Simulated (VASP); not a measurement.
Zr8HS16 (a cell with a defect), 25 atoms in the cell. The cell holds a defect, 25 atoms: a = 9.296 Å, b = 9.296 Å, c = 9.750 Å, α = 116.71°, β = 116.71°, γ = 93.27°. 

* Program: VASP 6.6.1
* Task: single point
* Functional: PBE
* Potentials or basis: VASP PAW PBE potentials, release 64 (Zr_sv, S, H)
* Cutoff: 400 eV
* k mesh: 2 × 2 × 2, shifted
* Occupations: gaussian, width 0.02 eV
* Spin: no spin polarisation
* Dipole correction: no
* Charge: 1
* Further INCAR settings: ALGO = Normal; EDIFF = 1e-06; NBANDS = 114; NELECT = 192.0

Potentials or basis: VASP PAW PBE potentials, release 64 (Zr_sv, S, H).

Run with:

```sh
$ cat potpaw_PBE.64/Zr_sv/POTCAR potpaw_PBE.64/S/POTCAR potpaw_PBE.64/H/POTCAR > POTCAR
$ mpirun -np 1 vasp_std > vasp.out
```

Hardware: 1 thread of Intel(R) Xeon(R) 6975P-C (Granite Rapids), on a shared host.

How long does it take, and how much memory?

It took 2.6 min on 1 thread of Intel(R) Xeon(R) 6975P-C (Granite Rapids), with other jobs on the host, peak memory 0.63 GiB. Counts: scf iterations 16, k points 3.
